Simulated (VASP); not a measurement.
Here is a VASP 6.6.1 calculation.

File INCAR:

```
PREC = Accurate
ENCUT = 520
EDIFF = 1E-6
ISMEAR = -1
SIGMA = 0.05
LREAL = Auto
LASPH = T
NELM = 100
ALGO = Normal
ISIF = 2
LWAVE = F
LCHARG = F
GGA = PE
NBANDS = 70
```

The input KPOINTS:

```
Automatic mesh
0
Gamma
  2 2 2
  0.5 0.5 0.5
```

The input POSCAR:

```
HfC
1.0
   -4.6654486185      4.6654486185      0.0000000000
   -4.6654486185      0.0000000000      4.6654486185
    0.0000000000      4.6654486185      4.6654486185
Hf C
8 8
Direct
    0.7581373817      0.7441260817      0.7499589613
    0.2374731972      0.7576525408      0.7568624775
    0.7459814231      0.2498415684      0.7532004502
    0.7554452504      0.7396626310      0.2535005948
    0.2475755483      0.2551338783      0.7444343050
    0.2593769858      0.7454258496      0.2447571699
    0.7545512314      0.2525512756      0.2446512851
    0.2414578087      0.2558703562      0.2546801170
    0.0008365755     -0.0067041784      0.0012734038
    0.5024685066     -0.0064778336      0.0052138609
    0.0003435897      0.4991434244     -0.0067238979
    0.0020037730      0.0007417293      0.4911685215
    0.4977170879      0.5156546983     -0.0267488746
    0.5069441748      0.0070852779      0.5025651747
    0.0003202264      0.4853874054      0.5048273366
    0.4893812336      0.5012444014      0.4980316343
```

Potentials or basis: VASP PAW PBE potentials, release 64 (Hf_pv, C).

Command:

```console
$ cat potpaw_PBE.64/Hf_pv/POTCAR potpaw_PBE.64/C/POTCAR > POTCAR
$ mpirun -np 1 vasp_std > vasp.out
```

Task: Predict the band gap on the k mesh.

Result: 0.46 eV.

Task: Estimate the pressure.

Result: -1.6 GPa.

Task: What does it give for the largest force?

Result: 1.752 eV/Å.

Forces in eV/Å, atoms in the order of the input:
```
Hf  -0.015 -1.260  0.470
Hf  -0.752  0.071 -1.221
Hf   0.398 -0.248 -0.155
Hf  -0.154 -0.946  0.999
Hf   0.047  0.855 -0.484
Hf  -0.254 -0.383  0.616
Hf   0.996  0.238 -0.171
Hf  -0.028  0.559 -1.383
C   -0.092 -0.301  0.396
C   -0.153 -0.198  0.006
C   -0.043  0.461  0.549
C   -0.042  0.104  0.300
C    0.753  1.500  0.501
C    0.576 -0.691 -0.659
C   -0.660 -0.367  0.405
C   -0.576  0.609 -0.170
```

Caveat: the k points lie up to 0.58 Å⁻¹ apart; spin-orbit coupling is left out, which moves the levels of the heavy elements; forces of over 1 eV/Å act on the atoms, so gaps and moduli don't describe the material at rest. A k mesh can miss the band edges.
